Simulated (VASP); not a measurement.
# AlGa7N8 in VASP: single point with PBEsol

Aim: the single point of AlGa7N8 with PBEsol.

All numbers are computed with VASP 6.6.1; they aren't measurements. Logs are shortened: lines on timing, memory, paths and dates and some standing lists are left out, and cuts for length are marked.

**1. The cell of the first run**

The typed cell holds 64 atoms: a = 8.966 Å, b = 8.966 Å, c = 8.966 Å, α = 90.00°, β = 90.00°, γ = 90.00°.

**2. Single point, PBEsol**

Input file INCAR:

```
PREC = Accurate
ENCUT = 520
EDIFF = 1E-6
ISMEAR = -1
SIGMA = 0.05
LREAL = Auto
LASPH = T
NELM = 100
ALGO = Normal
ISIF = 2
LWAVE = F
LCHARG = F
GGA = PS
NBANDS = 306
ISYM = 0
```

Input file KPOINTS:

```
Automatic mesh
0
Gamma
  1 1 1
  0.25 0.25 0.25
```

Input file POSCAR:

```
AlGa7N8
1.0
    8.9660121431      0.0000000000      0.0000000000
    0.0000000000      8.9660121431      0.0000000000
    0.0000000000      0.0000000000      8.9660121431
Ga Al N
28 4 32
Direct
    0.9991360000      0.0010180000      0.9996740000
    0.9998570000      0.0003990000      0.5003250000
    0.9983400000      0.4993000000      0.9992260000
    0.9991390000      0.4997560000      0.5009360000
    0.5008500000      0.0016840000      0.9993840000
    0.5005750000      0.0010540000      0.5009680000
    0.5008450000      0.4994620000      0.5016100000
    0.2516180000      0.2509060000      0.9993820000
    0.2509860000      0.2506520000      0.5009750000
    0.2509490000      0.7492150000      0.9996720000
    0.2503350000      0.7499210000      0.5003220000
    0.7493920000      0.2509090000      0.5016050000
    0.7492340000      0.7484030000      0.9992210000
    0.7496880000      0.7492110000      0.5009340000
    0.2503340000      0.0004030000      0.2498480000
    0.2509790000      0.0010460000      0.7505710000
    0.2509460000      0.4997490000      0.2491310000
    0.2516230000      0.4994660000      0.7508380000
    0.7496800000      0.0010060000      0.2491350000
    0.7493930000      0.0016890000      0.7508360000
    0.7492330000      0.4993060000      0.2483270000
    0.9990450000      0.2505640000      0.2490430000
    0.9985810000      0.2509710000      0.7508830000
    0.9997900000      0.7498580000      0.2497660000
    0.9990470000      0.7491150000      0.7504910000
    0.5009020000      0.2509740000      0.2485660000
    0.5004910000      0.7491150000      0.2490400000
    0.5009030000      0.7486520000      0.7508850000
    0.5014760000      0.4982920000      0.9982050000
    0.7482190000      0.2515460000      0.9982120000
    0.7482120000      0.4982830000      0.7514630000
    0.5015060000      0.2515620000      0.7514920000
    0.1257030000      0.1257290000      0.1244000000
    0.1244240000      0.1257670000      0.6256830000
    0.1242750000      0.6243820000      0.1243040000
    0.1257040000      0.6244750000      0.6256540000
    0.6281470000      0.1286380000      0.1217060000
    0.6221190000      0.1286640000      0.6285870000
    0.6217400000      0.6214070000      0.1213330000
    0.6281500000      0.6217760000      0.6285610000
    0.3785710000      0.3782100000      0.1216900000
    0.3786040000      0.3721820000      0.6286030000
    0.3756620000      0.8757760000      0.1244000000
    0.3756980000      0.8744870000      0.6256870000
    0.8713440000      0.3718070000      0.1213340000
    0.8717040000      0.3782100000      0.6285600000
    0.8743160000      0.8743340000      0.1243010000
    0.8744120000      0.8757730000      0.6256570000
    0.3757030000      0.1257780000      0.3744060000
    0.3786050000      0.1286610000      0.8721070000
    0.3756620000      0.6244640000      0.3756970000
    0.3785790000      0.6217820000      0.8781350000
    0.8744060000      0.1257210000      0.3756970000
    0.8717110000      0.1286490000      0.8781310000
    0.8743210000      0.6243880000      0.3742510000
    0.8713390000      0.6213930000      0.8717320000
    0.1249770000      0.3750740000      0.3749730000
    0.1251060000      0.3751410000      0.8750620000
    0.1250360000      0.8750980000      0.3750220000
    0.1249730000      0.8750480000      0.8750010000
    0.6250780000      0.3751450000      0.3750900000
    0.6250720000      0.3751440000      0.8750700000
    0.6250060000      0.8750430000      0.3749730000
    0.6250820000      0.8751660000      0.8750630000
```

Potentials or basis: VASP PAW PBE potentials, release 64 (Ga_d, Al, N).

Run with:

```
$ cat potpaw_PBE.64/Ga_d/POTCAR potpaw_PBE.64/Al/POTCAR potpaw_PBE.64/N/POTCAR > POTCAR
$ mpirun -np 1 vasp_std > vasp.out
```

OUTCAR:

```text
PREC = Accurate
   ENCUT = 520
   EDIFF = 1E-6
   ISMEAR = -1
   LREAL = Auto
   LASPH = T
   NELM = 100
   ISIF = 2
   GGA = PS
   ISYM = 0

 ion  position               nearest neighbor table
   1  0.999  0.001  1.000-  33 1.95  47 1.95  60 1.95  54 1.95
   2  1.000  0.000  0.500-  34 1.94  53 1.94  48 1.94  59 1.95
   3  0.998  0.499  0.999-  58 1.94  35 1.95  56 1.95  45 1.95
   4  0.999  0.500  0.501-  36 1.95  55 1.95  57 1.95  46 1.95
   5  0.501  0.002  0.999-  64 1.94  43 1.95  50 1.95  37 1.95
   6  0.501  0.001  0.501-  49 1.95  44 1.95  63 1.95  38 1.95
[... 56 lines left out ...]
  63  0.625  0.875  0.375-  27 1.95   6 1.95  14 1.95  19 1.95
  64  0.625  0.875  0.875-  28 1.94  20 1.94   5 1.94  13 1.94

IMPORTANT INFORMATION: All symmetrisations will be switched off!
NOSYMM: (Re-)initialisation of all symmetry stuff for point group C_1.

----------------------------------------------------------------------------------------

                                     Primitive cell

  volume of cell :     720.7721

  direct lattice vectors                    reciprocal lattice vectors
     8.966012143  0.000000000  0.000000000     0.111532305  0.000000000  0.000000000
     0.000000000  8.966012143  0.000000000     0.000000000  0.111532305  0.000000000
     0.000000000  0.000000000  8.966012143     0.000000000  0.000000000  0.111532305

  length of vectors
     8.966012143  8.966012143  8.966012143     0.111532305  0.111532305  0.111532305

  position of ions in fractional coordinates (direct lattice)
     0.999136000  0.001018000  0.999674000
     0.999857000  0.000399000  0.500325000
     0.998340000  0.499300000  0.999226000
     0.999139000  0.499756000  0.500936000
     0.500850000  0.001684000  0.999384000
     0.500575000  0.001054000  0.500968000
[... 56 lines left out ...]
     0.625006000  0.875043000  0.374973000
     0.625082000  0.875166000  0.875063000

  ion indices of the primitive-cell ions
   primitive index   ion index
                 1           1
                 2           2
                 3           3
                 4           4
                 5           5
                 6           6
[... 56 lines left out ...]
                63          63
                64          64

----------------------------------------------------------------------------------------

 KPOINTS: Automatic mesh

Automatic generation of k-mesh.
 Grid dimensions read from file:
 generate k-points for:    1    1    1
[... 46 lines left out ...]
   NSW    =      0    number of steps for IOM
   IBRION =     -1    ionic relax: 0-MD 1-quasi-New 2-CG
   NFREE  =      0    steps in history (QN), initial steepest desc. (CG)
   ISIF   =      2    stress and relaxation
   ISYM   =      0    0-nonsym 1-usesym 2-fastsym
   POTIM  = 0.5000    time-step for ionic-motion
   TEBEG  =    0.0;   TEEND  =   0.0 temperature during run
   PSTRESS=    0.0 pullay stress
   NELECT =     536.0000    total number of electrons
   NUPDOWN=      -1.0000    fix difference up-down
   EMIN   =  10.00;   EMAX   =-10.00  energy-range for DOS
   EFERMI =   0.00;   METHOD = LEGACY
   ISMEAR =    -1;   SIGMA  =   0.05  broadening in eV -4-tet -1-fermi 0-gaus
   EFERMI_NEDOS =   21; number of points for ismear=-14 and -15
   IALGO  =     38    algorithm
   IMIX   =      4    mixing-type and parameters
     AMIX     =   0.40;   BMIX     =  1.00
     AMIX_MAG =   1.60;   BMIX_MAG =  1.00
  volume/ion in A,a.u.               =      11.26        76.00
  Fermi-wavevector in a.u.,A,eV,Ry     =   1.483191  2.802825 29.930855  2.199856
  Thomas-Fermi vector in A             =   2.596883
   LORBIT       =      0    0 simple, 1 ext, 2 COOP (PROOUT), +10 PAW based schemes
   GGA     = PS    functional components
   LHFCALC =     F    Hartree Fock is set to
   AEXX    =    0.0000 exact exchange contribution
   IVDW    =     0    specifies the selected vdW correction
   LEPSILON=     F    determine dielectric tensor
   LRPA    =     F    only Hartree local field effects (RPA)
 non-spin polarized calculation
  energy-cutoff  :      520.00
  volume of cell :      720.77
 maximum number of plane-waves:     19381
 NGX is ok and might be reduce to    70
   NGX = 33   NGY = 33   NGZ = 33

 number of electron     536.0000116 magnetization

 Free energy of the ion-electron system (eV)
  ---------------------------------------------------
  ext. energy  EPLUGINS =         0.00000000
  ---------------------------------------------------
  free energy    TOTEN  =      -429.81482898 eV

  energy without entropy =     -429.81482898  energy(sigma->0) =     -429.81482898

 E-fermi :   6.4059     XC(G=0): -11.8392

 val. band max:        5.1495449515   @ k =   0.2500  -0.2500   0.2500
 cond. band min:       8.3735992961   @ k =   0.2500  -0.2500   0.2500
 fundamental gap:      3.2240543446
 Fermi energy:         6.4058689442

 k-point     1 :       0.2500    0.2500    0.2500
  band No.  band energies     occupation
      1     -10.4011      2.00000
      2     -10.0218      2.00000
      3     -10.0218      2.00000
      4     -10.0103      2.00000
      5      -9.7983      2.00000
      6      -9.7983      2.00000
[... 1121 lines left out ...]
    279      10.1983      0.00000
    280      10.4858      0.00000
 [bands above 280 left out]

------------------------ aborting loop because EDIFF is reached ----------------------------------------

  FORCE on cell =-STRESS in cart. coord.  units (eV):
  Direction    XX          YY          ZZ          XY          YZ          ZX
  --------------------------------------------------------------------------------------
  -------------------------------------------------------------------------------------
  Total       -0.9383262     -0.9391177     -0.9367279      0.0182377      0.0120316      0.0251401
  in kB       -2.0857701     -2.0875296     -2.0822175      0.0405400      0.0267446      0.0558830
  external PRESSURE =      -2.0851724 kB  Pullay stress =       0.0000000 kB

 VOLUME and BASIS-vectors are now :
 -----------------------------------------------------------------------------
  energy-cutoff  :      520.00
  volume of cell :      720.77
      direct lattice vectors                 reciprocal lattice vectors
     8.966012143  0.000000000  0.000000000     0.111532305  0.000000000  0.000000000
     0.000000000  8.966012143  0.000000000     0.000000000  0.111532305  0.000000000
     0.000000000  0.000000000  8.966012143     0.000000000  0.000000000  0.111532305

 POSITION                                       TOTAL-FORCE (eV/Angst)
 -----------------------------------------------------------------------------------
      8.95827      0.00913      8.96309         0.001562     -0.008231      0.002954
      8.96473      0.00358      4.48592         0.000120     -0.007031     -0.006628
      8.95113      4.47673      8.95907         0.000982     -0.007307     -0.007009
      8.95829      4.48082      4.49140         0.001281      0.002325     -0.008178
      4.49063      0.01510      8.96049         0.002631     -0.007617     -0.000997
      4.48816      0.00945      4.49169        -0.015385     -0.004435     -0.003615
[... 56 lines left out ...]
      5.60381      7.84565      3.36201         0.007612      0.004655      0.004388
      5.60449      7.84675      7.84583         0.003316      0.007065      0.004750
 -----------------------------------------------------------------------------------
    total drift:                                0.012935     -0.020106     -0.014331

  FREE ENERGIE OF THE ION-ELECTRON SYSTEM (eV)
  ---------------------------------------------------
  free  energy   TOTEN  =      -429.8148289824 eV

  energy  without entropy=     -429.8148289823  energy(sigma->0) =     -429.81482898
```

It took 54 min on 1 thread of Oxide Virtual Turin-like, shared host; peak memory 1 GiB.

What came out:

| Property | Result |
| --- | --- |
| Free energy | -429.8148 eV |
| Pressure | -0.2 GPa |
| Largest force | 0.058 eV/Å |
| Band gap on the k mesh | 3.22 eV |

Forces in eV/Å, atoms in the order of the input:
```
Ga   0.002 -0.008  0.003
Ga   0.000 -0.007 -0.007
Ga   0.001 -0.007 -0.007
Ga   0.001  0.002 -0.008
Ga   0.003 -0.008 -0.001
Ga  -0.015 -0.004 -0.004
Ga   0.003 -0.002 -0.007
Ga  -0.003  0.003  0.000
Ga  -0.003 -0.008 -0.004
Ga  -0.007  0.000 -0.004
Ga  -0.005  0.000 -0.004
Ga   0.000  0.004 -0.004
Ga  -0.005 -0.005 -0.005
Ga  -0.005 -0.001 -0.006
Ga  -0.005 -0.004  0.000
Ga  -0.003 -0.003 -0.008
Ga  -0.007 -0.005  0.000
Ga  -0.003  0.000  0.002
Ga  -0.005 -0.007 -0.001
Ga   0.001 -0.004  0.004
Ga  -0.005 -0.005 -0.004
Ga   0.000 -0.005 -0.001
Ga   0.004 -0.007 -0.007
Ga   0.000 -0.001  0.001
Ga  -0.001 -0.002 -0.005
Ga  -0.009 -0.009  0.003
Ga  -0.005 -0.001 -0.001
Ga  -0.009  0.003 -0.009
Al   0.010  0.020  0.021
Al   0.024  0.008  0.021
Al   0.025  0.020  0.009
Al   0.026  0.022  0.023
N    0.002  0.004  0.002
N    0.004  0.009  0.010
N    0.005  0.005  0.004
N    0.002  0.002  0.004
N   -0.008 -0.008 -0.019
N   -0.010 -0.008 -0.008
N    0.022  0.014  0.013
N   -0.009 -0.017 -0.008
N   -0.008 -0.009 -0.015
N   -0.009 -0.009 -0.010
N    0.004  0.002  0.002
N    0.010  0.005  0.009
N    0.013  0.020  0.014
N   -0.017 -0.007 -0.008
N    0.004  0.006  0.005
N    0.001  0.002  0.003
N    0.009  0.009  0.005
N   -0.009 -0.009 -0.009
N    0.003  0.003  0.002
N   -0.009 -0.015 -0.010
N    0.002  0.004  0.002
N   -0.018 -0.008 -0.007
N    0.004  0.005  0.006
N    0.014  0.016  0.020
N    0.004  0.009  0.004
N    0.006  0.005  0.005
N    0.000  0.001  0.001
N    0.004  0.004  0.009
N    0.004  0.005  0.007
N   -0.033 -0.034 -0.034
N    0.008  0.005  0.004
N    0.003  0.007  0.005
```

Caveat: the PAW data sets were made with another functional, which shifts forces and pressure a little; a shifted mesh leaves out Γ, where band edges can lie. A k mesh can miss the band edges.
